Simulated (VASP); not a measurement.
# TiC (Immm) in VASP: notebook, part 2 of 2

VASP 6.6.1. The steps go on from the part before.

## 3. Single point, PBE (strain +0.0075 x Voigt [0, 0, 0, 1, 0, 0])

INCAR reads:

```
PREC     = Accurate       # precision mode
ENCUT    = 520            # plane-wave cutoff, eV
EDIFF    = 1E-7           # SCF threshold, eV
ISMEAR   = 0              # smearing method
SIGMA    = 0.15           # smearing width, eV
LREAL    = False          # projectors in reciprocal space
LASPH    = True           # aspherical terms in the spheres
NELM     = 60             # most SCF steps
ALGO     = Normal         # electronic algorithm
ISIF     = 2              # what is computed and relaxed
LWAVE    = False          # write WAVECAR
LCHARG   = False          # write CHGCAR
GGA      = PE             # functional
NBANDS   = 15             # bands
```

KPOINTS reads:

```
Automatic mesh
0
Gamma
  24 24 24
```

POSCAR reads:

```
TiC
1.0
    0.0000000000      2.1745857548      2.1745857548
    2.1664615241      0.0081242307      2.1664615241
    2.1664615241      2.1664615241      0.0081242307
Ti C
1 1
Direct
    0.0000000000      0.0000000000      0.0000000000
    0.5000000000      0.5000000000      0.5000000000
```

Potentials or basis: VASP PAW PBE potentials, release 64 (Ti_sv, C).

Command:

```
> cat potpaw_PBE.64/Ti_sv/POTCAR potpaw_PBE.64/C/POTCAR > POTCAR
> mpirun -np 1 vasp_std > vasp.out
```

OUTCAR:

```text
PREC = Accurate
   ENCUT = 520
   EDIFF = 1E-7
   ISMEAR = 0
   LREAL = False
   LASPH = True
   NELM = 60
   ISIF = 2
   GGA = PE

 ion  position               nearest neighbor table
   1  0.000  0.000  0.000-   2 2.17   2 2.17   2 2.17   2 2.17   2 2.17   2 2.17
   2  0.500  0.500  0.500-   1 2.17   1 2.17   1 2.17   1 2.17   1 2.17   1 2.17

  LATTYP: Found a body centered orthorhombic cell.
 ALAT       =     3.0523498725
 B/A-ratio  =     1.0075282309
 C/A-ratio  =     1.4195368255

  Lattice vectors:

 A1 = (  -2.1664615241,   2.1664615241,   0.0081242307)
 A2 = (  -2.1664615241,  -2.1664615241,  -0.0081242307)
 A3 = (   2.1664615241,   0.0081242307,   2.1664615241)

Analysis of symmetry for initial positions (statically):
=====================================================================
 Subroutine PRICEL returns:
 Original cell was already a primitive cell.

 Routine SETGRP: Setting up the symmetry group for a
 body centered orthorhombic supercell.

 Subroutine GETGRP returns: Found  8 space group operations
 (whereof  8 operations were pure point group operations)
 out of a pool of  8 trial point group operations.

The static configuration has the point symmetry D_2h.

Analysis of symmetry for dynamics (positions and initial velocities):
=====================================================================
 Subroutine PRICEL returns:
 Original cell was already a primitive cell.

 Routine SETGRP: Setting up the symmetry group for a
 body centered orthorhombic supercell.

 Subroutine GETGRP returns: Found  8 space group operations
 (whereof  8 operations were pure point group operations)
 out of a pool of  8 trial point group operations.

The dynamic configuration has the point symmetry D_2h.

 Subroutine INISYM returns: Found  8 space group operations
 (whereof  8 operations are pure point group operations),
 and found     1 'primitive' translations

[... 120 lines left out ...]
   LHFCALC =     F    Hartree Fock is set to
   AEXX    =    0.0000 exact exchange contribution
   IVDW    =     0    specifies the selected vdW correction
   LEPSILON=     F    determine dielectric tensor
   LRPA    =     F    only Hartree local field effects (RPA)
 non-spin polarized calculation
 Gauss-broadening in eV      SIGMA  =   0.15
  energy-cutoff  :      520.00
  volume of cell :       20.34
 maximum number of plane-waves:       564
   NGX = 11   NGY = 11   NGZ = 11

 number of electron      16.0000000 magnetization

 Free energy of the ion-electron system (eV)
  ---------------------------------------------------
  ext. energy  EPLUGINS =         0.00000000
  ---------------------------------------------------
  free energy    TOTEN  =       -18.71040474 eV

  energy without entropy =      -18.70699873  energy(sigma->0) =      -18.70870173

 E-fermi :   9.4056     XC(G=0): -12.6927

 val. band max:        9.4029112500   @ k =   0.0000   0.1250   0.0833
 cond. band min:       9.4058958504   @ k =   0.0000   0.1667   0.1667
 fundamental gap:      0.0029846004
 Fermi energy:         9.4056023635

 k-point     1 :       0.0000    0.0000    0.0000
  band No.  band energies     occupation
      1     -47.1919      2.00000
      2     -23.2193      2.00000
      3     -23.2165      2.00000
      4     -23.2137      2.00000
      5      -2.9916      2.00000
      6      10.0582      0.00000
      7      10.0924      0.00000
      8      10.1288      0.00000
      9      11.0454      0.00000
     10      11.0763      0.00000
     11      11.1085      0.00000
     12      11.1112      0.00000
     13      11.1112      0.00000
     14      19.8681      0.00000
[... 401 lines left out ...]
      2     -23.6633      2.00000
      3     -23.2639      2.00000
      4     -23.2598      2.00000
      5      -0.1087      2.00000
      6       4.2951      2.00000
      7       6.6718      2.00000
      8       6.7749      2.00000
      9      11.9535      0.00000
     10      12.1595      0.00000
     11      13.1425      0.00000
     12      16.8485      0.00000
     13      17.1995      0.00000
     14      18.5067      0.00000
     15      24.7964      0.00000

 [... further k-points ...]

------------------------ aborting loop because EDIFF is reached ----------------------------------------

  FORCE on cell =-STRESS in cart. coord.  units (eV):
  Direction    XX          YY          ZZ          XY          YZ          ZX
  --------------------------------------------------------------------------------------
  -------------------------------------------------------------------------------------
  Total        0.0285034      0.0285018      0.0285018     -0.0000000     -0.1598442      0.0000000
  in kB        2.2455927      2.2454631      2.2454631     -0.0000000    -12.5930417      0.0000000
  external PRESSURE =       2.2455063 kB  Pullay stress =       0.0000000 kB

 VOLUME and BASIS-vectors are now :
 -----------------------------------------------------------------------------
  energy-cutoff  :      520.00
  volume of cell :       20.34
      direct lattice vectors                 reciprocal lattice vectors
     0.000000000  2.174585755  2.174585755    -0.230791082  0.229928849  0.229928849
     2.166461524  0.008124231  2.166461524     0.230791082 -0.231659807  0.231659807
     2.166461524  2.166461524  0.008124231     0.230791082  0.231659807 -0.231659807

 POSITION                                       TOTAL-FORCE (eV/Angst)
 -----------------------------------------------------------------------------------
      0.00000      0.00000      0.00000        -0.000000     -0.000000     -0.000000
      2.16646      2.17459      2.17459         0.000000      0.000000      0.000000
 -----------------------------------------------------------------------------------
    total drift:                                0.000000     -0.000000     -0.000000

  FREE ENERGIE OF THE ION-ELECTRON SYSTEM (eV)
  ---------------------------------------------------
  free  energy   TOTEN  =       -18.7104047362 eV

  energy  without entropy=      -18.7069987260  energy(sigma->0) =      -18.70870173
```

OSZICAR:

```text
N       E                     dE             d eps       ncg     rms          rms(c)
DAV:   1     0.118318446380E+03    0.11832E+03   -0.79670E+03 59102   0.127E+03
DAV:   2    -0.166764853076E+02   -0.13499E+03   -0.12641E+03 62929   0.334E+02
DAV:   3    -0.240789919660E+02   -0.74025E+01   -0.72828E+01 76637   0.774E+01
DAV:   4    -0.243184738783E+02   -0.23948E+00   -0.23928E+00 73942   0.128E+01
DAV:   5    -0.243243027200E+02   -0.58288E-02   -0.58270E-02 77071   0.177E+00    0.182E+01
DAV:   6    -0.193368524169E+02    0.49875E+01   -0.11846E+01 84197   0.563E+01    0.695E+00
DAV:   7    -0.187470977161E+02    0.58975E+00   -0.21695E+00 69305   0.208E+01    0.490E+00
DAV:   8    -0.187237917151E+02    0.23306E-01   -0.10622E-01 67464   0.339E+00    0.346E+00
DAV:   9    -0.187140681912E+02    0.97235E-02   -0.10018E-01 80237   0.444E+00    0.751E-01
DAV:  10    -0.187126629308E+02    0.14053E-02   -0.12060E-02 78888   0.139E+00    0.651E-01
DAV:  11    -0.187105964556E+02    0.20665E-02   -0.28564E-03 68858   0.754E-01    0.201E-01
DAV:  12    -0.187104167023E+02    0.17975E-03   -0.35737E-04 80949   0.271E-01    0.435E-02
DAV:  13    -0.187104044638E+02    0.12238E-04   -0.53786E-05 69194   0.753E-02    0.543E-03
DAV:  14    -0.187104048951E+02   -0.43121E-06   -0.17955E-06 67405   0.121E-02    0.375E-03
DAV:  15    -0.187104047406E+02    0.15449E-06   -0.46242E-07 70230   0.115E-02    0.270E-03
DAV:  16    -0.187104047362E+02    0.43117E-08   -0.68590E-08 44614   0.455E-03
   1 F= -.18710405E+02 E0= -.18708702E+02  d E =-.340601E-02
```

Run time: 8.4 min. Hardware: 1 thread of AMD EPYC 7R13 (Zen 3), shared host; peak memory 0.64 GiB.

What came out:

| Quantity | Value |
| --- | --- |
| Free energy | -18.7104 eV |
| Pressure | 0.2 GPa |
| Band gap on the k mesh | zero (bands 8 and 9 overlap by 1.13 eV) |

Caveat: the cell differs from its parent crystal (strain +0.0075 x Voigt [0, 0, 0, 1, 0, 0]).
